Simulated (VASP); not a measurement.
Wanted: the native input for a VASP 6.6.1 run.

```
Task                   : single point
Functional             : r2SCAN
Potentials or basis    : VASP PAW PBE potentials, release 64 (C)
Cutoff                 : 520 eV
k mesh                 : 12 × 12 × 3
Occupations            : gaussian, width 0.05 eV
Spin                   : no spin polarisation
Dipole correction      : no
Further INCAR settings : ALGO = Normal; EDIFF = 1e-07; NBANDS = 21
```

C:

```
C
1.0
    -2.12684    1.22795    0.01101
    -2.12684   -1.22795    0.01101
    -1.35488    0.00000   10.61253
C
6
Direct
  0.88888 0.88888 0.83335
  0.44444 0.44444 0.16669
  0.66666 0.66666 0.50002
  0.11111 0.11111 0.16668
  0.33333 0.33333 0.50001
  0.55555 0.55555 0.83335
```

This cell differs from its parent crystal: layers slid over each other.

One way to write it, as run:

POSCAR

```
C
1.0
   -2.1268362731      1.2279462884      0.0110113261
   -2.1268362731     -1.2279462884      0.0110113261
   -1.3548793539      0.0000000000     10.6125263424
C
6
Direct
   -0.1111167211     -0.1111167211      0.8333543263
    0.4444388344      0.4444388344      0.1666876596
    0.6666610566      0.6666610566      0.5000209930
    0.1111056100      0.1111056100      0.1666790070
    0.3333278322      0.3333278322      0.5000123404
    0.5555500545      0.5555500545      0.8333456737
```

INCAR.step1

```
SYSTEM = C
PREC     = Accurate       ! precision mode
ENCUT    = 520            ! plane-wave cutoff, eV
ISMEAR   = 0              ! smearing method
SIGMA    = 0.05           ! smearing width, eV
LREAL    = .False.        ! projectors in reciprocal space
LASPH    = .True.         ! aspherical terms in the spheres
NELM     = 80             ! most SCF steps
NBANDS   = 21             ! bands
GGA      = PE             ! functional
ALGO     = Normal         ! electronic algorithm
EDIFF    = 1E-4           ! SCF threshold, eV
LWAVE    = .True.         ! write WAVECAR
LCHARG   = .False.        ! write CHGCAR
```

INCAR.step2

```
SYSTEM = C
PREC     = Accurate       ! precision mode
ENCUT    = 520            ! plane-wave cutoff, eV
EDIFF    = 1E-7           ! SCF threshold, eV
ISMEAR   = 0              ! smearing method
SIGMA    = 0.05           ! smearing width, eV
LREAL    = .False.        ! projectors in reciprocal space
LASPH    = .True.         ! aspherical terms in the spheres
NELM     = 80             ! most SCF steps
ALGO     = Normal         ! electronic algorithm
ISIF     = 2              ! what is computed and relaxed
LWAVE    = .False.        ! write WAVECAR
LCHARG   = .False.        ! write CHGCAR
METAGGA  = R2SCAN         ! meta-GGA
LMIXTAU  = .True.       
NBANDS   = 21             ! bands
ISTART   = 1
```

KPOINTS

```
regular mesh
0
Gamma
  12 12 3
  0 0 0
```

Potentials or basis: VASP PAW PBE potentials, release 64 (C).

Run with:

```console
$ cat potpaw_PBE.64/C/POTCAR > POTCAR
$ cp INCAR.step1 INCAR
$ mpirun -np 1 vasp_std > vasp.out
$ cp INCAR.step2 INCAR
$ mpirun -np 1 vasp_std > vasp.out
```

It gave:

The pressure is 0.6 GPa and the largest force is 0.010 eV/Å.

Caveat: the cell differs from its parent crystal (layers slid over each other); the PAW data sets were made with another functional, which shifts forces and pressure a little.

Run time: 10 min on 1 thread of Intel(R) Xeon(R) Platinum 8375C CPU @ 2.90GHz (Ice Lake), with other jobs on the host, peak memory 0.22 GiB.
